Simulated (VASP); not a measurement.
A run of VASP 6.6.1 is set up as follows.

The input INCAR:

```
PREC = Accurate
ENCUT = 600
EDIFF = 1E-6
ISMEAR = 0
SIGMA = 0.05
LREAL = F
LASPH = T
NELM = 120
ALGO = Normal
ISIF = 2
LWAVE = F
LCHARG = F
GGA = PS
NBANDS = 19
GGA_COMPAT = F
```

Contents of KPOINTS:

```
Automatic mesh
0
Gamma
  8 8 8
```

POSCAR

```
ZrO2
1.0
    0.0000000000      2.5320459652      2.5320459652
    2.5320459652      0.0000000000      2.5320459652
    2.5320459652      2.5320459652      0.0000000000
Zr O
1 2
Direct
    0.0000000000      0.0000000000      0.0000000000
    0.2500000000      0.2500000000      0.2500000000
    0.7500000000      0.7500000000      0.7500000000
```

Potentials or basis: VASP PAW PBE potentials, release 64 (Zr_sv, O).

Run with:

```sh
$ cat potpaw_PBE.64/Zr_sv/POTCAR potpaw_PBE.64/O/POTCAR > POTCAR
$ mpirun -np 1 vasp_std > vasp.out
```

(1) Predict the band gap on the k mesh.

(2) Estimate the pressure.

Answers

(1) 3.32 eV (least direct gap 3.76 eV).

(2) 0.2 GPa.

Caveat: the PAW data sets were made with another functional, which shifts forces and pressure a little.
